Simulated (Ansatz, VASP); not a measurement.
# One calculation of Zn, two programs

```
Zn
1.0
     2.55316    0.00000    0.00000
    -1.27658    2.21110    0.00000
     0.00000    0.00000    4.83969
Zn
2
Direct
  0.33333 0.66667 0.25000
  0.66667 0.33333 0.75000
```

Alike in both runs: functional LDA; k mesh 18 × 18 × 8; occupations gaussian, width 0.1 eV; no spin polarisation.

Ansatz relaxed the structure, and its values are those at the end. VASP's run is a single point on that final structure, the one shown.

```csv
,VASP,Ansatz
version,VASP 6.6.1,Ansatz 0.2.0
potentials or method,"VASP PAW LDA potentials, release 64 (Zn), cutoff 520 eV","scalar-relativistic, plane waves, PAW"
valence electrons in the cell,24,24
```

VASP gave:

| Item | Value |
| --- | --- |
| gap on the k mesh at the Fermi level (eV) | none |
| pressure (GPa) | 0.7 |

Task: Estimate Ansatz's values.

Result: gap on the k mesh at the Fermi level (eV): none; pressure (GPa): 0.0.

LDA's correlation is that of Perdew and Zunger in VASP and of Perdew and Wang (1992) in Ansatz. A gap of «none» marks a metal or a gap that the smearing closes.
